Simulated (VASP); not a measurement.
# SiO2 (Pnnm) in VASP: a series of runs, part 2 of 2

VASP 6.6.1. Earlier steps stand in the parts before.

## (3) Single point, PBE (atoms displaced along a vibrational mode, the cell strained)

INCAR

```
SYSTEM = SiO2
PREC     = Accurate       ! precision mode
ENCUT    = 520            ! plane-wave cutoff, eV
EDIFF    = 1E-6           ! SCF threshold, eV
ISMEAR   = 0              ! smearing method
SIGMA    = 0.05           ! smearing width, eV
LREAL    = .False.        ! projectors in reciprocal space
LASPH    = .True.         ! aspherical terms in the spheres
NELM     = 80             ! most SCF steps
ALGO     = Normal         ! electronic algorithm
ISIF     = 2              ! what is computed and relaxed
LWAVE    = .False.        ! write WAVECAR
LCHARG   = .True.         ! write CHGCAR
GGA      = PE             ! functional
LELF     = .True.         ! ELF
LVHAR    = .True.       
NBANDS   = 25             ! bands
```

KPOINTS

```
regular mesh
0
Gamma
  6 6 8
  0 0 0
```

POSCAR

```
SiO2
1.0
    4.2358788266      0.0000000000      0.0000000000
    0.0000000000      3.9393673087      0.0000000000
    0.0000000000      0.0000000000      2.6897743046
Si O
2 4
Direct
    0.5000000000      0.5000000000      0.5000000000
    0.0000000000      0.0000000000      0.0000000000
    0.7302721762      0.6557534092      0.0000000000
    0.2302721762      0.8442465908      0.5000000000
    0.2697278238      0.3442465908      0.0000000000
    0.7697278238      0.1557534092      0.5000000000
```

Potentials or basis: VASP PAW PBE potentials, release 64 (Si, O).

Command:

```console
$ cat potpaw_PBE.64/Si/POTCAR potpaw_PBE.64/O/POTCAR > POTCAR
$ mpirun -np 1 vasp_std > vasp.out
```

OUTCAR:

```text
SYSTEM = SiO2
   PREC = Accurate
   ENCUT = 520
   EDIFF = 1E-6
   ISMEAR = 0
   LREAL = .False.
   LASPH = .True.
   NELM = 80
   ISIF = 2
   GGA = PE

 ion  position               nearest neighbor table
   1  0.500  0.500  0.500-   3 1.77   5 1.77   3 1.77   5 1.77   4 1.77   6 1.77
   2  0.000  0.000  0.000-   4 1.77   6 1.77   4 1.77   6 1.77   5 1.77   3 1.77
   3  0.730  0.656  0.000-   1 1.77   1 1.77   2 1.77
   4  0.230  0.844  0.500-   2 1.77   2 1.77   1 1.77
   5  0.270  0.344  0.000-   1 1.77   1 1.77   2 1.77
   6  0.770  0.156  0.500-   2 1.77   2 1.77   1 1.77

[... 882 lines left out ...]
  -------------------------------------------------------------------------------------
  Total       -0.2417535     12.7448074      4.0710552      0.0000000      0.0000000      0.0000000
  in kB       -8.6297369    454.9440748    145.3221219      0.0000000      0.0000000      0.0000000
  external PRESSURE =     197.2121533 kB  Pullay stress =       0.0000000 kB

 VOLUME and BASIS-vectors are now :
 -----------------------------------------------------------------------------
  energy-cutoff  :      520.00
  volume of cell :       44.88
      direct lattice vectors                 reciprocal lattice vectors
     4.235878827  0.000000000  0.000000000     0.236078519  0.000000000  0.000000000
     0.000000000  3.939367309  0.000000000     0.000000000  0.253847870  0.000000000
     0.000000000  0.000000000  2.689774305     0.000000000  0.000000000  0.371778405

 POSITION                                       TOTAL-FORCE (eV/Angst)
 -----------------------------------------------------------------------------------
      2.11794      1.96968      1.34489         0.000000     -0.000000      0.000000
      0.00000      0.00000      0.00000         0.000000     -0.000000      0.000000
      3.09334      2.58325      0.00000        -0.781893      0.582687      0.000000
      0.97541      3.32580      1.34489        -0.781893     -0.582687     -0.000000
      1.14253      1.35611      0.00000         0.781893     -0.582687     -0.000000
      3.26047      0.61357      1.34489         0.781893      0.582687      0.000000
 -----------------------------------------------------------------------------------
    total drift:                                0.000000      0.000000      0.000000

  FREE ENERGIE OF THE ION-ELECTRON SYSTEM (eV)
  ---------------------------------------------------
  free  energy   TOTEN  =       -45.4535365700 eV

  energy  without entropy=      -45.4535365700  energy(sigma->0) =      -45.45353657
```

OSZICAR:

```text
N       E                     dE             d eps       ncg     rms          rms(c)
DAV:   1     0.135974124190E+03    0.13597E+03   -0.17726E+04  4008   0.124E+03
DAV:   2    -0.434054774060E+02   -0.17938E+03   -0.17147E+03  5004   0.282E+02
DAV:   3    -0.501862323216E+02   -0.67808E+01   -0.67521E+01  5390   0.519E+01
DAV:   4    -0.502281656670E+02   -0.41933E-01   -0.41920E-01  4599   0.472E+00
DAV:   5    -0.502284770964E+02   -0.31143E-03   -0.31138E-03  5390   0.388E-01    0.178E+01
DAV:   6    -0.454092246532E+02    0.48193E+01   -0.13251E+01  4955   0.247E+01    0.819E+00
DAV:   7    -0.454349694240E+02   -0.25745E-01   -0.73054E-01  4985   0.516E+00    0.295E+00
DAV:   8    -0.454471052594E+02   -0.12136E-01   -0.23404E-02  4880   0.134E+00    0.111E+00
DAV:   9    -0.454533235373E+02   -0.62183E-02   -0.91876E-03  5078   0.815E-01    0.257E-01
DAV:  10    -0.454535448864E+02   -0.22135E-03   -0.39799E-04  5194   0.140E-01    0.451E-02
DAV:  11    -0.454535356768E+02    0.92096E-05   -0.68904E-05  4894   0.606E-02    0.526E-03
DAV:  12    -0.454535365700E+02   -0.89318E-06   -0.36460E-06  4936   0.139E-02
   1 F= -.45453537E+02 E0= -.45453537E+02  d E =-.382958E-11
```

stdout:

```text
POSCAR found type information on POSCAR SiO
 POSCAR found :  2 types and       6 ions
 scaLAPACK will be used
 LDA part: xc-table for (Slater+PW92), standard interpolation
 POSCAR, INCAR and KPOINTS ok, starting setup
 FFT: planning ... GRIDC
 FFT: planning ... GRID_SOFT
 FFT: planning ... GRID
 WAVECAR not read
 entering main loop
```

Wall time 31 s (1 thread of AMD EPYC 9R45 (Zen 5), shared host); peak memory 0.16 GiB.

Results:

```yaml
Free_energy: -45.4535 eV
Pressure: 19.7 GPa
Largest_force: 0.975 eV/Å
Band_gap_on_the_k_mesh: 5.91 eV
```

Forces on the atoms (eV/Å):
```
Si   0.000  0.000  0.000
Si   0.000  0.000  0.000
O   -0.782  0.583  0.000
O   -0.782 -0.583  0.000
O    0.782 -0.583  0.000
O    0.782  0.583  0.000
```

Stress tensor (GPa, compression positive):
```
-0.86  0.00  0.00
 0.00 45.49  0.00
 0.00  0.00 14.53
```

Levels at points of the mesh, in eV from the valence-band top:
```tsv
k point	band 14	band 15	band 16	band 17	band 18	band 19
(0.00, 0.00, 0.00)	-1.12	-0.11	0.00	5.91	6.51	8.02
(0.50, 0.00, 0.00)	-2.30	-0.15	-0.15	7.22	7.22	8.92
(0.00, 0.50, 0.00)	-2.72	-1.30	-1.30	8.11	8.11	9.20
(0.50, 0.50, 0.00)	-2.98	-2.03	-2.03	7.68	7.68	9.96
(0.00, 0.00, 0.50)	-3.25	-2.23	-2.23	9.00	9.00	12.63
(0.50, 0.00, 0.50)	-2.81	-1.56	-1.56	9.16	9.16	9.96
(0.00, 0.50, 0.50)	-1.62	-1.46	-1.46	8.39	8.39	10.39
(0.50, 0.50, 0.50)	-1.42	-1.10	-1.10	7.28	7.28	10.81
```

Caveat: the cell differs from its parent crystal (atoms displaced along a vibrational mode, the cell strained); the cell stands under pressure. A k mesh can miss the band edges.

## (4) Single point, PBE (atoms displaced along a vibrational mode, the cell strained)

INCAR

```
PREC = Accurate
ENCUT = 520
EDIFF = 1E-6
ISMEAR = 0
SIGMA = 0.05
LREAL = F
LASPH = T
NELM = 100
ALGO = Normal
ISIF = 2
LWAVE = F
LCHARG = T
GGA = PE
LELF = T
LVHAR = T
NBANDS = 25
```

KPOINTS

```
Automatic mesh
0
Gamma
  6 6 8
```

POSCAR

```
SiO2
1.0
    4.2358788266      0.0000000000      0.0000000000
    0.0000000000      3.9393673087      0.0000000000
    0.0000000000      0.0000000000      2.6897743046
Si O
2 4
Direct
    0.5000000000      0.5000000000      0.5000000000
    0.0000000000      0.0000000000      0.0000000000
    0.6743831010      0.7116424844      0.0000000000
    0.1743831010      0.7883575156      0.5000000000
    0.3256168990      0.2883575156      0.0000000000
    0.8256168990      0.2116424844      0.5000000000
```

Command:

```console
$ cat potpaw_PBE.64/Si/POTCAR potpaw_PBE.64/O/POTCAR > POTCAR
$ mpirun -np 1 vasp_std > vasp.out
```

Wall time 34 s (1 thread of AMD EPYC 9R45 (Zen 5), shared host); peak memory 0.16 GiB.

Results (log left out):

* Free energy: -45.9421 eV
* Pressure: 22.7 GPa
* Largest force: 0.828 eV/Å
* Band gap on the k mesh: 6.34 eV

Forces in eV/Å, atoms in the order of the input:
```
Si   0.000  0.000  0.000
Si   0.000  0.000  0.000
O    0.631  0.535  0.000
O    0.631 -0.535  0.000
O   -0.631 -0.535  0.000
O   -0.631  0.535  0.000
```

Stress tensor (GPa, compression positive):
```
18.82  0.00  0.00
 0.00 35.21  0.00
 0.00  0.00 13.92
```

Levels at points of the mesh, in eV from the valence-band top:
| k point | band 13 | band 14 | band 15 | band 16 | band 17 | band 18 | band 19 | band 20 |
| --- | --- | --- | --- | --- | --- | --- | --- | --- |
| (0.00, 0.00, 0.00) | -2.49 | -0.73 | -0.25 | 0.00 | 6.34 | 6.58 | 8.37 | 9.06 |
| (0.50, 0.00, 0.00) | -2.55 | -2.55 | -0.80 | -0.80 | 8.15 | 8.15 | 9.51 | 9.51 |
| (0.00, 0.50, 0.00) | -2.69 | -2.69 | -0.78 | -0.78 | 7.95 | 7.95 | 8.98 | 8.98 |
| (0.50, 0.50, 0.00) | -2.45 | -2.45 | -1.84 | -1.84 | 7.77 | 7.77 | 10.13 | 10.13 |
| (0.00, 0.00, 0.50) | -3.03 | -3.03 | -2.38 | -2.38 | 9.88 | 9.88 | 13.10 | 13.10 |
| (0.50, 0.00, 0.50) | -1.99 | -1.99 | -1.90 | -1.90 | 8.88 | 8.88 | 10.59 | 10.59 |
| (0.00, 0.50, 0.50) | -2.06 | -2.06 | -1.10 | -1.10 | 10.10 | 10.10 | 10.90 | 10.90 |
| (0.50, 0.50, 0.50) | -1.60 | -1.60 | -1.24 | -1.24 | 8.15 | 8.15 | 11.04 | 11.04 |

Caveat: the cell differs from its parent crystal (atoms displaced along a vibrational mode, the cell strained); the cell stands under pressure.

## (5) Single point, PBE (atoms displaced along a vibrational mode, the cell strained)

INCAR

```
SYSTEM = SiO2
ALGO = Normal ; EDIFF = 1E-6
ENCUT = 520 ; GGA = PE
ISIF = 2 ; ISMEAR = 0
LASPH = .TRUE. ; LCHARG = .FALSE.
LREAL = .FALSE. ; LWAVE = .FALSE.
NBANDS = 25 ; NELM = 60
PREC = Accurate ; SIGMA = 0.05
```

KPOINTS

```
k-points
0
G
  6 6 8
  0 0 0
```

POSCAR

```
SiO2
1.0
    4.2358788266      0.0000000000      0.0000000000
    0.0000000000      3.9393673087      0.0000000000
    0.0000000000      0.0000000000      2.6897743046
Si O
2 4
Direct
    0.5000000000      0.5000000000      0.5000000000
    0.0000000000      0.0000000000      0.0000000000
    0.6557534092      0.7302721762      0.0000000000
    0.1557534092      0.7697278238      0.5000000000
    0.3442465908      0.2697278238      0.0000000000
    0.8442465908      0.2302721762      0.5000000000
```

Command:

```console
$ cat potpaw_PBE.64/Si/POTCAR potpaw_PBE.64/O/POTCAR > POTCAR
$ mpirun -np 1 vasp_std > vasp.out
```

Wall time 33 s (1 thread of AMD EPYC 9R45 (Zen 5), shared host); peak memory 0.16 GiB.

It converged, with:

| Property | Result |
| --- | --- |
| Free energy | -45.7874 eV |
| Pressure | 19.7 GPa |
| Largest force | 1.024 eV/Å |
| Band gap on the k mesh | 6.31 eV |

Forces in eV/Å, atoms in the order of the input:
```
Si   0.000  0.000  0.000
Si   0.000  0.000  0.000
O    1.020  0.090  0.000
O    1.020 -0.090  0.000
O   -1.020 -0.090  0.000
O   -1.020  0.090  0.000
```

Stress tensor (GPa, compression positive):
```
19.43  0.00  0.00
 0.00 30.99  0.00
 0.00  0.00  8.67
```

Levels at points of the mesh, in eV from the valence-band top:
```
           k point  band 14  band 15  band 16  band 17  band 18  band 19
(0.00, 0.00, 0.00)    -0.33    -0.31     0.00     6.31     6.64     8.64
(0.50, 0.00, 0.00)    -2.37    -0.71    -0.71     8.24     8.24     9.66
(0.00, 0.50, 0.00)    -2.44    -0.36    -0.36     7.67     7.67     8.94
(0.50, 0.50, 0.00)    -2.38    -1.45    -1.45     7.87     7.87    10.00
(0.00, 0.00, 0.50)    -2.91    -1.87    -1.87     9.70     9.70    13.22
(0.50, 0.00, 0.50)    -2.05    -1.51    -1.51     8.76     8.76    10.48
(0.00, 0.50, 0.50)    -2.12    -0.76    -0.76    10.24    10.24    10.91
(0.50, 0.50, 0.50)    -1.63    -0.91    -0.91     8.23     8.23    11.02
```

Caveat: the cell differs from its parent crystal (atoms displaced along a vibrational mode, the cell strained); the cell stands under pressure; forces of over 1 eV/Å act on the atoms, so gaps and moduli don't describe the material at rest. A k mesh can miss the band edges.

## (6) Summary

```tsv
cell	gap on the mesh (eV)	pressure (GPa)	largest force (eV/Å)
as given, atomic positions A	5.95	22.7	0.59
as given, atomic positions B	5.91	19.7	0.98
as given, atomic positions C	6.34	22.7	0.83
as given, atomic positions D	6.31	19.7	1.02
```

Alike in all rows: task single point; level PBE; potentials or basis VASP PAW PBE potentials, release 64 (Si, O); no spin polarisation; k mesh 6 × 6 × 8; cutoff (eV) 520; smearing gaussian 0.05 eV.

Caveats: the cell stands under pressure; forces of over 1 eV/Å act on the atoms, so gaps and moduli don't describe the material at rest (at least some runs).

Absolute energies hang on the potentials; compare differences alone.
